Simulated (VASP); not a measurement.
A run of VASP 6.6.1:

The input POSCAR:

```
Si2Ni
1.0
    0.0000000000      2.7030000000      2.7030000000
    2.7030000000      0.0000000000      2.7030000000
    2.7030000000      2.7030000000      0.0000000000
Ni Si
1 2
Direct
    0.0000000000      0.0000000000      0.0000000000
    0.7500000000      0.7500000000      0.7500000000
    0.2500000000      0.2500000000      0.2500000000
```

The input INCAR.step1:

```
SYSTEM = Si2Ni
  GGA = PS
  ISPIN = 2
  MAGMOM = 1 0 0
  LORBIT = 11
  LDAU = .True.
  LDAUTYPE = 2
  LDAUL = 2 -1
  LDAUU = 5 0
  LDAUJ = 0 0
  ISMEAR = 1
  SIGMA = 0.1
  LWAVE = .False.
  LCHARG = .True.
  NBANDS = 33
  PREC = Accurate
  LASPH = .True.
  LREAL = .False.
  ALGO = Normal
  EDIFF = 1E-6
  NELM = 200
  GGA_COMPAT = .False.
  ENCUT = 540
  LMAXMIX = 4
  KPAR = 2
```

KPOINTS.step1

```
k-points
0
Gamma
  10 10 10
```

Contents of INCAR.step2:

```
SYSTEM = Si2Ni
  GGA = PS
  ISPIN = 2
  MAGMOM = 1 0 0
  LORBIT = 11
  LDAU = .True.
  LDAUTYPE = 2
  LDAUL = 2 -1
  LDAUU = 5 0
  LDAUJ = 0 0
  ISMEAR = -5
  LWAVE = .False.
  LCHARG = .False.
  NBANDS = 33
  PREC = Accurate
  LASPH = .True.
  LREAL = .False.
  ALGO = Normal
  EDIFF = 1E-6
  NELM = 200
  GGA_COMPAT = .False.
  ENCUT = 540
  LMAXMIX = 4
  NEDOS = 4001
  EMIN = -6.9706
  EMAX = 18.0294
  ICHARG = 11
  KPAR = 2
```

The input KPOINTS.step2:

```
Automatic mesh
0
Gamma
  26 26 26
  0 0 0
```

Potentials or basis: VASP PAW PBE potentials, release 64 (Ni, Si).

Command:

```console
$ cat potpaw_PBE.64/Ni/POTCAR potpaw_PBE.64/Si/POTCAR > POTCAR
$ cp INCAR.step1 INCAR
$ cp KPOINTS.step1 KPOINTS
$ mpirun -np 2 vasp_std > vasp.out
$ cp INCAR.step2 INCAR
$ cp KPOINTS.step2 KPOINTS
$ mpirun -np 2 vasp_std > vasp.out
```

Hardware: 2 MPI ranks on AMD EPYC 9R45 96-Core Processor (Zen 5), with other jobs on the host.

Problem. How long does it take, and how much memory?

Solution. It took 3.7 min on 2 MPI ranks on AMD EPYC 9R45 96-Core Processor (Zen 5), with other jobs on the host, peak memory 0.88 GiB a rank. Counts: k points 511.
